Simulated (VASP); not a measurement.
Sn2PdSe5:

```
Sn Pd Se
1.0
     0.00000    4.83030    4.83030
     4.83030    0.00000    4.83030
     4.83030    4.83030    0.00000
Sn Pd Se
2 1 5
Direct
  0.50000 0.50000 0.50000
  0.00000 0.00000 0.00000
  0.25000 0.25000 0.25000
  0.61679 0.61679 0.61679
  0.61679 0.61679 0.14962
  0.61679 0.14962 0.61679
  0.14962 0.61679 0.61679
  0.75000 0.75000 0.75000
```

The cell was built from a structure type or drawn by symmetry, and may not be a known phase.

| Quantity | Value |
| --- | --- |
| Program | VASP 6.6.1 |
| Task | relaxation of cell and atoms |
| Functional | PBE |
| Potentials or basis | VASP PAW PBE potentials, release 64 (Sn_d, Pd, Se) |
| Cutoff | 500 eV |
| k mesh | 2 × 2 × 2 |
| Occupations | gaussian, width 0.15 eV |
| Spin | no spin polarisation |

At the start: pressure 45.1 GPa; volume 28.17 Å³/atom.

Question: How do energy, volume and symmetry change on relaxing?

Answer: Over 15 steps the energy falls by 2188.1 meV/atom and the volume is 48.52 Å³/atom (+72.2 %); space group F-43m (No. 216, to 0.1 Å) before and after.

Step by step:
```
step  energy change (eV)  largest force (eV/Å)  pressure (GPa)  volume (Å³)
   1              0.0000               16.5902           45.07       225.40
   2             -7.2137               10.8096            6.36       595.40
   3             -8.0210               10.1672            6.13       568.00
   4             -8.7583                9.6295            5.92       542.60
   5            -13.1557                7.5465            7.54       361.10
   6            -13.1357                5.4396           14.06       287.94
   7            -13.2430                7.4557            8.99       338.95
   8            -16.1022                0.0367           -2.56       518.08
   9            -16.9049                1.2047           -0.96       438.14
  10            -16.9053                1.2592           -0.88       435.99
  11            -17.1968                1.0798           -0.53       415.09
  12            -17.4186                0.2269            1.28       368.58
  13            -17.4444                0.5850            0.55       381.90
  14            -17.4471                0.5063            0.72       378.54
  15            -17.5046                0.0059            0.10       388.16
```

Final structure:
```xyz
8
Lattice="0.0000 5.7897 5.7897 5.7897 0.0000 5.7897 5.7897 5.7897 0.0000" Properties=species:S:1:pos:R:3 pbc="T T T"
Sn    5.7897    5.7897    5.7897
Sn    0.0000    0.0000    0.0000
Pd    2.8949    2.8949    2.8949
Se    7.2775    7.2775    7.2775
Se    4.3020    4.3020    7.2775
Se    4.3020    7.2775    4.3020
Se    7.2775    4.3020    4.3020
Se    8.6846    8.6846    8.6846
```

Caveat: the k points lie up to 0.47 Å⁻¹ apart in the final cell; the volume moved by over 15 % at a fixed basis, so the end points are rough.
